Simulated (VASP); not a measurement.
The system is SiC.

```
Si C
1.0
     3.09606    0.00000    0.00000
    -1.54803    2.68127    0.00000
     0.00000    0.00000   10.13734
Si C
4 4
Direct
  0.00000 0.00000 0.18789
  0.00000 0.00000 0.68789
  0.33333 0.66667 0.43784
  0.66667 0.33333 0.93784
  0.00000 0.00000 0.00046
  0.00000 0.00000 0.50046
  0.33333 0.66667 0.24980
  0.66667 0.33333 0.74980
```

Base run:

- Program: VASP 6.6.1
- Functional: PBE
- Potentials or basis: VASP PAW PBE potentials, release 64 (Si, C)
- Cutoff: 520 eV
- k mesh: 10 × 10 × 3
- Occupations: fermi-dirac, width 0.05 eV
- Spin: no spin polarisation

Its results: band gap on the k mesh 2.22 eV, indirect (least direct gap 3.34 eV); pressure -0.5 GPa.

**Question.** The run is repeated on the same cell with these changes: dispersion from none to D3(BJ). What comes out?

**Answer.** Band gap on the k mesh 2.22 eV, indirect (least direct gap 3.34 eV); pressure -5.0 GPa.

Dispersion adds attraction, which lowers the pressure at fixed volume and, as a term added to the energy, leaves the levels alone.

A k mesh can miss the band edges.
